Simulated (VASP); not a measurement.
BaTe: single point with PBE

The system is BaTe.

```xyz
2
Lattice="0.0000 3.4794 3.4794 3.4794 0.0000 3.4794 3.4794 3.4794 0.0000" Properties=species:S:1:pos:R:3 pbc="T T T"
Ba    0.0000    0.0000    0.0000
Te    3.4794    3.4794    3.4794
```

This cell differs from its parent crystal: strain -1.5%.

- Program: VASP 6.6.1
- Task: single point
- Functional: PBE
- Potentials or basis: VASP PAW PBE potentials, release 64 (Ba_sv, Te)
- Cutoff: 520 eV
- k mesh: 4 × 4 × 4
- Occupations: gaussian, width 0.01 eV
- Spin: no spin polarisation
- Dipole correction: no
- Further INCAR settings: ALGO = Normal; EDIFF = 1e-07; NBANDS = 15

| Item | Value |
| --- | --- |
| Pressure | 1.9 GPa |
| Band gap on the k mesh | 1.47 eV (least direct gap 1.86 eV) |

Levels at points of the mesh, in eV from the valence-band top:
```tsv
k point	band 6	band 7	band 8	band 9	band 10	band 11
(0.00, 0.00, 0.00)	0.00	0.00	0.00	2.91	2.91	2.91
(0.50, 0.00, 0.00)	-2.29	-1.17	-1.17	4.21	4.79	4.92
(0.50, 0.50, 0.00)	-1.14	-0.38	-0.38	1.47	4.45	4.72
```

It took 15 s on 1 thread of Intel Xeon 8259CL, with other jobs on the host, peak memory 0.23 GiB.

Caveat: the cell differs from its parent crystal (strain -1.5%); spin-orbit coupling is left out, which moves the levels of the heavy elements. A k mesh can miss the band edges.
